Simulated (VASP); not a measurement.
# Mg (P6_3/mmc) in VASP: notebook

The runs below take Mg through single point, with PBE+D4, PBEsol+D4, RPBE+D4, r2SCAN+D3(BJ), r2SCAN.

Program: VASP 6.6.1. These are calculated values, not measurements. Logs are shortened: lines on timing, memory, paths and dates and some standing lists are left out, and cuts for length are marked.

### 1 The cell of the first run

Symmetry: P6_3/mmc, No. 194, hexagonal system. The conventional cell has a = 3.272 Å, b = 3.272 Å, c = 5.312 Å, α = 90.00°, β = 90.00°, γ = 120.00°. Within 4.3 Å of Mg (site symmetry -6m2) lie 12 Mg at 3.26 to 3.27 Å.

### 2 Single point, PBE+D4

Contents of INCAR:

```
PREC = Accurate
ENCUT = 520
EDIFF = 1E-7
ISMEAR = -1
SIGMA = 0.05
LREAL = F
LASPH = T
NELM = 100
ALGO = Fast
ISIF = 2
LWAVE = F
LCHARG = F
GGA = PE
IVDW = 13
NBANDS = 9
```

Contents of KPOINTS:

```
Automatic mesh
0
Gamma
  10 10 5
```

Contents of POSCAR:

```
Mg
1.0
    3.2722434310      0.0000000000      0.0000000000
   -1.6361217155      2.8338459386      0.0000000000
    0.0000000000      0.0000000000      5.3124886887
Mg
2
Direct
    0.6666666667      0.3333333333      0.7500000000
    0.3333333333      0.6666666667      0.2500000000
```

Potentials or basis: VASP PAW PBE potentials, release 64 (Mg).

The run is started by

```console
> cat potpaw_PBE.64/Mg/POTCAR > POTCAR
> mpirun -np 1 vasp_std > vasp.out
```

OUTCAR:

```text
PREC = Accurate
   ENCUT = 520
   EDIFF = 1E-7
   ISMEAR = -1
   LREAL = F
   LASPH = T
   NELM = 100
   ISIF = 2
   GGA = PE
   IVDW = 13

 ion  position               nearest neighbor table
   1  0.667  0.333  0.750-   2 3.26   2 3.26   2 3.26   2 3.26   2 3.26   2 3.26
   2  0.333  0.667  0.250-   1 3.26   1 3.26   1 3.26   1 3.26   1 3.26   1 3.26

  LATTYP: Found a hexagonal cell.
 ALAT       =     3.2722434310
 C/A-ratio  =     1.6235004518

  Lattice vectors:

 A1 = (   3.2722434310,   0.0000000000,   0.0000000000)
 A2 = (  -1.6361217155,   2.8338459386,   0.0000000000)
 A3 = (   0.0000000000,   0.0000000000,   5.3124886887)

Analysis of symmetry for initial positions (statically):
=====================================================================
 Subroutine PRICEL returns:
 Original cell was already a primitive cell.

 Routine SETGRP: Setting up the symmetry group for a
 hexagonal supercell.

 Subroutine GETGRP returns: Found 24 space group operations
 (whereof 12 operations were pure point group operations)
 out of a pool of 24 trial point group operations.

The static configuration has the point symmetry D_3d.
 The point group associated with its full space group is D_6h.

Analysis of symmetry for dynamics (positions and initial velocities):
=====================================================================
 Subroutine PRICEL returns:
 Original cell was already a primitive cell.

 Routine SETGRP: Setting up the symmetry group for a
 hexagonal supercell.

 Subroutine GETGRP returns: Found 24 space group operations
 (whereof 12 operations were pure point group operations)
 out of a pool of 24 trial point group operations.

The dynamic configuration has the point symmetry D_3d.
 The point group associated with its full space group is D_6h.

 Subroutine INISYM returns: Found 24 space group operations
 (whereof 12 operations are pure point group operations),
 and found     1 'primitive' translations

----------------------------------------------------------------------------------------

                                     Primitive cell

  volume of cell :      49.2629

  direct lattice vectors                    reciprocal lattice vectors
     3.272243431  0.000000000  0.000000000     0.305600736  0.176438667  0.000000000
    -1.636121716  2.833845939  0.000000000     0.000000000  0.352877334  0.000000000
     0.000000000  0.000000000  5.312488689     0.000000000  0.000000000  0.188235695

  length of vectors
     3.272243431  3.272243431  5.312488689     0.352877334  0.352877334  0.188235695

  position of ions in fractional coordinates (direct lattice)
     0.666666667  0.333333333  0.750000000
     0.333333333  0.666666667  0.250000000

  ion indices of the primitive-cell ions
   primitive index   ion index
                 1           1
                 2           2

----------------------------------------------------------------------------------------

 KPOINTS: Automatic mesh

Automatic generation of k-mesh.
 Grid dimensions read from file:
 generate k-points for:   10   10    5

 Generating k-lattice:

  Cartesian coordinates                     Fractional coordinates (reciprocal lattice)
     0.030560074  0.017643867  0.000000000     0.100000000  0.000000000  0.000000000
     0.000000000  0.035287733  0.000000000     0.000000000  0.100000000  0.000000000
     0.000000000  0.000000000  0.037647139     0.000000000  0.000000000  0.200000000

  Length of vectors
     0.035287733  0.035287733  0.037647139

  Shift w.r.t. Gamma in fractional coordinates (k-lattice)
     0.000000000  0.000000000  0.000000000

 Subroutine IBZKPT returns following result:
 ===========================================

 Found     42 irreducible k-points:

 Following reciprocal coordinates:
            Coordinates               Weight
  0.000000  0.000000  0.000000      1.000000
  0.100000 -0.000000  0.000000      6.000000
  0.200000 -0.000000  0.000000      6.000000
  0.300000 -0.000000  0.000000      6.000000
  0.400000 -0.000000  0.000000      6.000000
  0.500000  0.000000  0.000000      3.000000
[... 16 lines left out ...]
  0.300000  0.100000  0.200000     24.000000
  0.400000  0.100000  0.200000     24.000000
 [... further k-points ...]
   k-points           NKPTS =     42   k-points in BZ     NKDIM =     42   number of bands    NBANDS=      9
   number of dos      NEDOS =    301   number of ions     NIONS =      2
   total plane-waves  NPLWV =  23040
   dimension x,y,z NGX =    24 NGY =   24 NGZ =   40
   dimension x,y,z NGXF=    48 NGYF=   48 NGZF=   80
   ions per type =               2
   NGX,Y,Z   is equivalent  to a cutoff of  12.19, 12.19, 12.52 a.u.
   NGXF,Y,Z  is equivalent  to a cutoff of  24.39, 24.39, 25.03 a.u.
 SYSTEM =  unknown system
   PREC   = accura    normal or accurate (medium, high low for compatibility)
   ISTART =      0    job   : 0-new  1-cont  2-samecut
   ICHARG =      2    charge: 1-file 2-atom 10-const
   ISPIN  =      1    spin polarized calculation?
   LNONCOLLINEAR =      F non collinear calculations
   LSORBIT =      F    spin-orbit coupling
   LASPH  =      T    aspherical Exc in radial PAW
   ENCUT  =  520.0 eV  38.22 Ry    6.18 a.u.   6.08  6.08  9.88*2*pi/ulx,y,z
   NELM   =    100;   NELMIN=  2; NELMDL= -5     # of ELM steps
   EDIFF  = 0.1E-06   stopping-criterion for ELM
   LREAL  =      F    real-space projection
   EDIFFG = 0.1E-05   stopping-criterion for IOM
   NSW    =      0    number of steps for IOM
   IBRION =     -1    ionic relax: 0-MD 1-quasi-New 2-CG
   NFREE  =      0    steps in history (QN), initial steepest desc. (CG)
   ISIF   =      2    stress and relaxation
   ISYM   =      2    0-nonsym 1-usesym 2-fastsym
   POTIM  = 0.5000    time-step for ionic-motion
   TEBEG  =    0.0;   TEEND  =   0.0 temperature during run
   PSTRESS=    0.0 pullay stress
   NELECT =       4.0000    total number of electrons
   NUPDOWN=      -1.0000    fix difference up-down
   EMIN   =  10.00;   EMAX   =-10.00  energy-range for DOS
   EFERMI =   0.00;   METHOD = LEGACY
   ISMEAR =    -1;   SIGMA  =   0.05  broadening in eV -4-tet -1-fermi 0-gaus
   EFERMI_NEDOS =   21; number of points for ismear=-14 and -15
   IALGO  =     68    algorithm
   IMIX   =      4    mixing-type and parameters
     AMIX     =   0.40;   BMIX     =  1.00
     AMIX_MAG =   1.60;   BMIX_MAG =  1.00
  volume/ion in A,a.u.               =      24.63       166.22
  Fermi-wavevector in a.u.,A,eV,Ry     =   0.708905  1.339637  6.837563  0.502547
  Thomas-Fermi vector in A             =   1.795345
   LORBIT       =      0    0 simple, 1 ext, 2 COOP (PROOUT), +10 PAW based schemes
   GGA     = PE    functional components
   LHFCALC =     F    Hartree Fock is set to
   AEXX    =    0.0000 exact exchange contribution
   IVDW    =    13    specifies the selected vdW correction
   LEPSILON=     F    determine dielectric tensor
   LRPA    =     F    only Hartree local field effects (RPA)
 non-spin polarized calculation
 RMM-DIIS sequential band-by-band and
  energy-cutoff  :      520.00
  volume of cell :       49.26
 maximum number of plane-waves:      1340
   NGX = 13   NGY = 13   NGZ = 19

 number of electron       4.0000000 magnetization

 Free energy of the ion-electron system (eV)
  ---------------------------------------------------
  ext. energy  EPLUGINS =         0.00000000
  ---------------------------------------------------
  free energy    TOTEN  =        -2.98186654 eV

  energy without entropy =       -2.96968816  energy(sigma->0) =       -2.97577735

 E-fermi :   2.3041     XC(G=0):  -8.2760

 val. band max:        2.2785869160   @ k =   0.2000   0.1000   0.0000
 cond. band min:       2.3107884616   @ k =   0.3000   0.3000   0.0000
 fundamental gap:      0.0322015456
 Fermi energy:         2.3040694185

 k-point     1 :       0.0000    0.0000    0.0000
  band No.  band energies     occupation
      1      -4.3572      2.00000
      2       0.7097      2.00000
      3       1.0298      2.00000
      4      12.7867      0.00000
      5      12.7867      0.00000
      6      12.8123      0.00000
      7      12.8123      0.00000
      8      13.7072      0.00000
      9      15.0613      0.00000

 k-point     2 :       0.1000   -0.0000    0.0000
  band No.  band energies     occupation
      1      -4.1695      2.00000
      2       0.8825      2.00000
      3       1.2134      2.00000
      4      10.0763      0.00000
      5      11.3577      0.00000
      6      12.1817      0.00000
      7      14.4981      0.00000
      8      14.5146      0.00000
      9      14.6329      0.00000

 k-point     3 :       0.2000   -0.0000    0.0000
  band No.  band energies     occupation
      1      -3.6085      2.00000
      2       1.4011      2.00000
      3       1.7552      1.99997
      4       7.2175      0.00000
      5      10.2366      0.00000
      6      10.7945      0.00000
      7      11.8153      0.00000
      8      12.7210      0.00000
      9      14.7512      0.00000

 k-point     4 :       0.3000   -0.0000    0.0000
  band No.  band energies     occupation
      1      -2.6802      2.00000
      2       2.2660      1.36289
      3       2.5923      0.00625
      4       4.6825      0.00000
      5       9.1912      0.00000
      6       9.2351      0.00000
      7       9.4380      0.00000
      8      11.1101      0.00000
      9      13.8512      0.00000

 k-point     5 :       0.4000   -0.0000    0.0000
  band No.  band energies     occupation
      1      -1.3950      2.00000
      2       2.1258      1.94493
      3       3.4754      0.00000
      4       4.0885      0.00000
      5       6.9829      0.00000
      6       7.3477      0.00000
      7       8.9600      0.00000
      8      10.2884      0.00000
      9      13.3125      0.00000

 k-point     6 :       0.5000    0.0000    0.0000
  band No.  band energies     occupation
      1       0.2043      2.00000
      2       0.2558      2.00000
      3       4.8386      0.00000
      4       5.2705      0.00000
      5       5.3611      0.00000
      6       5.7728      0.00000
      7       8.8009      0.00000
      8      10.0425      0.00000
      9      13.1327      0.00000
[... 169 lines left out ...]
 k-point    21 :       0.1000    0.1000    0.2000
  band No.  band energies     occupation
      1      -3.5826      2.00000
      2      -0.4472      2.00000
      3       3.6193      0.00000
      4       8.8071      0.00000
      5       9.0200      0.00000
      6      11.5898      0.00000
      7      11.8719      0.00000
      8      12.5365      0.00000
      9      14.2632      0.00000

 k-point    22 :       0.2000    0.1000    0.2000
  band No.  band energies     occupation
      1      -2.8394      2.00000
      2       0.2708      2.00000
      3       4.2626      0.00000
      4       6.2296      0.00000
      5       7.8431      0.00000
      6       9.2247      0.00000
      7      10.8085      0.00000
      8      12.7270      0.00000
      9      12.9017      0.00000

 k-point    23 :       0.3000    0.1000    0.2000
  band No.  band energies     occupation
      1      -1.7349      2.00000
      2       1.3243      2.00000
      3       3.6481      0.00000
      4       5.4075      0.00000
      5       6.5035      0.00000
      6       7.5370      0.00000
      7      10.0343      0.00000
      8      10.8555      0.00000
      9      12.5943      0.00000

 k-point    24 :       0.4000    0.1000    0.2000
  band No.  band energies     occupation
      1      -0.2832      2.00000
      2       1.4649      2.00000
      3       2.8440      0.00004
      4       4.5288      0.00000
      5       6.4331      0.00000
      6       7.2962      0.00000
      7       8.7046      0.00000
      8       9.9883      0.00000
      9      12.2990      0.00000

 [... further k-points ...]

------------------------ aborting loop because EDIFF is reached ----------------------------------------

  DFT-D4 for vdW energy calculation

  Edisp (eV):   -0.30426

  FORCE on cell =-STRESS in cart. coord.  units (eV):
  Direction    XX          YY          ZZ          XY          YZ          ZX
  --------------------------------------------------------------------------------------
  -------------------------------------------------------------------------------------
  Total      -1.10604    -1.10604    -0.72172     0.00000     0.00000    -0.00000
  in kB     -35.97172   -35.97172   -23.47239     0.00000     0.00000    -0.00000
  external pressure =      -31.81 kB  Pullay stress =        0.00 kB

 VOLUME and BASIS-vectors are now :
 -----------------------------------------------------------------------------
  energy-cutoff  :      520.00
  volume of cell :       49.26
      direct lattice vectors                 reciprocal lattice vectors
     3.272243431  0.000000000  0.000000000     0.305600736  0.176438667  0.000000000
    -1.636121716  2.833845939  0.000000000     0.000000000  0.352877334  0.000000000
     0.000000000  0.000000000  5.312488689     0.000000000  0.000000000  0.188235695

 POSITION                                       TOTAL-FORCE (eV/Angst)
 -----------------------------------------------------------------------------------
      1.63612      0.94462      3.98437        -0.000000      0.000000      0.000000
     -0.00000      1.88923      1.32812         0.000000      0.000000      0.000000
 -----------------------------------------------------------------------------------
    total drift:                                0.000000     -0.000000      0.000000

  FREE ENERGIE OF THE ION-ELECTRON SYSTEM (eV)
  ---------------------------------------------------
  free  energy   TOTEN  =        -3.2861238838 eV

  energy  without entropy=       -3.2739455066  energy(sigma->0) =       -3.28003470
```

Run time: 11 s. Hardware: 1 thread of Intel Xeon Platinum 8259CL at 2.50GHz (Skylake/Cascade Lake), shared host; peak memory 0.15 GiB.

What came out:

```yaml
Free_energy: -3.2861 eV
Pressure: -3.2 GPa
Band_gap_on_the_k_mesh: zero (bands 2 and 3 overlap by 1.93 eV)
Dispersion_energy_per_atom: -0.152 eV
```

Stress tensor (GPa, compression positive):
```
-3.60  0.00  0.00
 0.00 -3.60  0.00
 0.00  0.00 -2.35
```

Caveat: the cell stands under tension.

### 3 Single point, PBEsol+D4

Contents of INCAR:

```
SYSTEM = Mg
ALGO = Normal ; EDIFF = 1E-6
ENCUT = 520 ; GGA = PS
ISIF = 2 ; ISMEAR = -1
IVDW = 13 ; LASPH = .TRUE.
LCHARG = .TRUE. ; LELF = .TRUE.
LREAL = .FALSE. ; LVHAR = .TRUE.
LWAVE = .FALSE. ; NBANDS = 9
NELM = 60 ; PREC = Accurate
SIGMA = 0.05
```

Contents of KPOINTS:

```
k-points
0
G
  10 10 5
  0 0 0
```

POSCAR is that of step 2.

Potentials or basis: VASP PAW PBE potentials, release 64 (Mg).

The run is started by

```console
> cat potpaw_PBE.64/Mg/POTCAR > POTCAR
> mpirun -np 1 vasp_std > vasp.out
```

Wall time 10 s (1 thread of Intel Xeon Platinum 8259CL at 2.50GHz (Skylake/Cascade Lake), shared host); peak memory 0.16 GiB.

It converged, with:

```
Free energy                : -3.5771 eV
Pressure                   : -3.4 GPa
Band gap on the k mesh     : zero (bands 2 and 3 overlap by 1.92 eV)
Dispersion energy per atom : -0.087 eV
```

Stress tensor (GPa, compression positive):
```
-3.78  0.00  0.00
 0.00 -3.78  0.00
 0.00  0.00 -2.54
```

Levels at points of the mesh, in eV from the Fermi level:
```csv
k point,band 1,band 2,band 3,band 4,band 5,band 6
"(0.00, 0.00, 0.00)",-6.66,-1.60,-1.27,10.47,10.47,10.50
"(0.50, 0.00, 0.00)",-2.10,-2.05,2.53,2.96,3.05,3.47
```

Caveat: the cell stands under tension; the PAW data sets were made with another functional, which shifts forces and pressure a little.

### 4 Single point, RPBE+D4

Contents of INCAR:

```
ALGO = Fast ; EDIFF = 1E-7
ENCUT = 520 ; GGA = RP
ISIF = 2 ; ISMEAR = -1
IVDW = 13 ; LASPH = True
LCHARG = False ; LREAL = False
LWAVE = False ; NBANDS = 9
NELM = 100 ; PREC = Accurate
SIGMA = 0.05
```

Contents of KPOINTS:

```
k-points
0
Gamma
  10 10 5
```

POSCAR is that of step 3.

The run is started by

```console
> cat potpaw_PBE.64/Mg/POTCAR > POTCAR
> mpirun -np 1 vasp_std > vasp.out
```

It took 12 s on 1 thread of Intel Xeon Platinum 8259CL at 2.50GHz (Skylake/Cascade Lake), shared host; peak memory 0.16 GiB.

The run converged. Its results:

| Property | Result |
| --- | --- |
| Free energy | -3.2690 eV |
| Pressure | -3.1 GPa |
| Band gap on the k mesh | zero (bands 2 and 3 overlap by 1.88 eV) |
| Dispersion energy per atom | -0.300 eV |

Stress tensor (GPa, compression positive):
```
-3.52  0.00  0.00
 0.00 -3.52  0.00
 0.00  0.00 -2.37
```

Levels at points of the mesh, in eV from the Fermi level:
```
           k point  band 1  band 2  band 3  band 4  band 5
(0.00, 0.00, 0.00)   -6.66   -1.62   -1.24   10.52   10.52
(0.50, 0.00, 0.00)   -2.09   -2.06    2.53    2.94    3.08
```

Caveat: the cell stands under tension; the PAW data sets were made with another functional, which shifts forces and pressure a little.

### 5 Single point, r2SCAN+D3(BJ)

This run uses another cell than the first one, of 22.07 Å³/atom.

Contents of POSCAR:

```
Mg
1.0
    3.1274604713      0.0000000000      0.0000000000
   -1.5637302356      2.7084602175      0.0000000000
    0.0000000000      0.0000000000      5.2118170165
Mg
2
Direct
    0.6666666667      0.3333333333      0.7500000000
    0.3333333333      0.6666666667      0.2500000000
```

Contents of INCAR.step1:

```
PREC     = Accurate       # precision mode
ENCUT    = 520            # plane-wave cutoff, eV
ISMEAR   = -1             # smearing method
SIGMA    = 0.05           # smearing width, eV
LREAL    = F              # projectors in reciprocal space
LASPH    = T              # aspherical terms in the spheres
NELM     = 80             # most SCF steps
NBANDS   = 9              # bands
GGA      = PE             # functional
ALGO     = Normal         # electronic algorithm
EDIFF    = 1E-4           # SCF threshold, eV
LWAVE    = T              # write WAVECAR
LCHARG   = F              # write CHGCAR
```

Contents of INCAR.step2:

```
PREC     = Accurate       # precision mode
ENCUT    = 520            # plane-wave cutoff, eV
EDIFF    = 1E-6           # SCF threshold, eV
ISMEAR   = -1             # smearing method
SIGMA    = 0.05           # smearing width, eV
LREAL    = F              # projectors in reciprocal space
LASPH    = T              # aspherical terms in the spheres
NELM     = 80             # most SCF steps
ALGO     = Normal         # electronic algorithm
ISIF     = 2              # what is computed and relaxed
LWAVE    = F              # write WAVECAR
LCHARG   = F              # write CHGCAR
METAGGA  = R2SCAN         # meta-GGA
LMIXTAU  = T            
IVDW     = 12             # dispersion correction
VDW_S6   = 1.0          
VDW_S8   = 0.78981345   
VDW_A1   = 0.49484001   
VDW_A2   = 5.73083694   
NBANDS   = 9              # bands
ISTART   = 1
```

Contents of KPOINTS:

```
Automatic mesh
0
Gamma
  10 10 5
```

The run is started by

```console
> cat potpaw_PBE.64/Mg/POTCAR > POTCAR
> cp INCAR.step1 INCAR
> mpirun -np 1 vasp_std > vasp.out
> cp INCAR.step2 INCAR
> mpirun -np 1 vasp_std > vasp.out
```

It took 38 s on 1 thread of Intel Xeon Platinum 8259CL at 2.50GHz (Skylake/Cascade Lake), shared host; peak memory 0.17 GiB.

It converged, with:

* Free energy: -8.5688 eV
* Pressure: -0.3 GPa
* Band gap on the k mesh: zero (bands 2 and 3 overlap by 1.95 eV)
* Dispersion energy per atom: -0.139 eV

Levels at points of the mesh, in eV from the Fermi level:
| k point | band 1 | band 2 | band 3 | band 4 | band 5 |
| --- | --- | --- | --- | --- | --- |
| (0.00, 0.00, 0.00) | -7.64 | -2.20 | -1.52 | 12.16 | 12.16 |
| (0.50, 0.00, 0.00) | -2.44 | -2.21 | 2.77 | 3.00 | 3.43 |

Caveat: the PAW data sets were made with another functional, which shifts forces and pressure a little.

(Continued in part 2 of 2.)
